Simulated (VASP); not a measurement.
Here is a VASP 6.6.1 calculation.

INCAR

```
ALGO = Normal
EDIFF = 1E-7
ENCUT = 520
GGA = CA
ISIF = 2
ISMEAR = 0
ISPIN = 2
LASPH = True
LCHARG = False
LMAXMIX = 4
LORBIT = 11
LREAL = False
LWAVE = False
MAGMOM = 0.5
NBANDS = 15
NELM = 150
PREC = Accurate
SIGMA = 0.6
```

File KPOINTS:

```
k-points
0
Gamma
  14 14 14
```

POSCAR

```
Pd
1.0
    0.0000000000      1.9202771092      1.9202771092
    1.9202771092      0.0000000000      1.9202771092
    1.9202771092      1.9202771092      0.0000000000
Pd
1
Direct
    0.0000000000      0.0000000000      0.0000000000
```

Potentials or basis: VASP PAW LDA potentials, release 64 (Pd).

The run is started by

```bash
$ cat potpaw_LDA.64/Pd/POTCAR > POTCAR
$ mpirun -np 1 vasp_std > vasp.out
```

Q: What does it give for the pressure?

A: 1.5 GPa.

Q: Estimate the band gap on the k mesh.

A: Zero (filled and empty bands overlap).

Q: Predict the net moment.

A: 0.00 μB per cell.
